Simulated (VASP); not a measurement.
Wanted: the native input for a VASP 6.6.1 run.

* Task: single point
* Functional: PBEsol
* Potentials or basis: VASP PAW PBE potentials, release 64 (In_d, As)
* Cutoff: 520 eV
* k mesh: 18 × 18 × 18
* Occupations: gaussian, width 0.15 eV
* Spin: no spin polarisation
* Dipole correction: no
* Further INCAR settings: ALGO = Normal; EDIFF = 1e-06; NBANDS = 16

The structure of InAs lies in POSCAR:

```
InAs
1.0
    0.0000000000      2.9524209728      2.9980769672
    2.9524209728      0.0000000000      2.9980769672
    2.9524209728      2.9524209728      0.0000000000
In As
1 1
Direct
    0.0000000000      0.0000000000      0.0000000000
    0.7500000000      0.7500000000      0.7500000000
```

This cell differs from its parent crystal: strain -0.030 along x and y, -0.015 along z.

One way to write it, as run:

INCAR

```
ALGO     = Normal         # electronic algorithm
EDIFF    = 1E-6           # SCF threshold, eV
ENCUT    = 520            # plane-wave cutoff, eV
GGA      = PS             # functional
ISIF     = 2              # what is computed and relaxed
ISMEAR   = 0              # smearing method
LASPH    = True           # aspherical terms in the spheres
LCHARG   = False          # write CHGCAR
LREAL    = False          # projectors in reciprocal space
LWAVE    = False          # write WAVECAR
NBANDS   = 16             # bands
NELM     = 100            # most SCF steps
PREC     = Accurate       # precision mode
SIGMA    = 0.15           # smearing width, eV
```

KPOINTS

```
k-points
0
Gamma
  18 18 18
```

Potentials or basis: VASP PAW PBE potentials, release 64 (In_d, As).

Launch:

```bash
$ cat potpaw_PBE.64/In_d/POTCAR potpaw_PBE.64/As/POTCAR > POTCAR
$ mpirun -np 1 vasp_std > vasp.out
```

It gave:

```json
{
 "Pressure": "5.2 GPa",
 "Band gap on the k mesh": "zero (filled and empty bands touch)"
}
```

Caveat: the cell differs from its parent crystal (strain -0.030 along x and y, -0.015 along z); the cell stands under pressure; semilocal functionals underestimate gaps, and a narrow one can read as zero; the PAW data sets were made with another functional, which shifts forces and pressure a little; spin-orbit coupling is left out, which moves the levels of the heavy elements.

Wall time 8.4 min on 1 thread of Intel Xeon 8259CL, with other jobs on the host, peak memory 0.52 GiB.
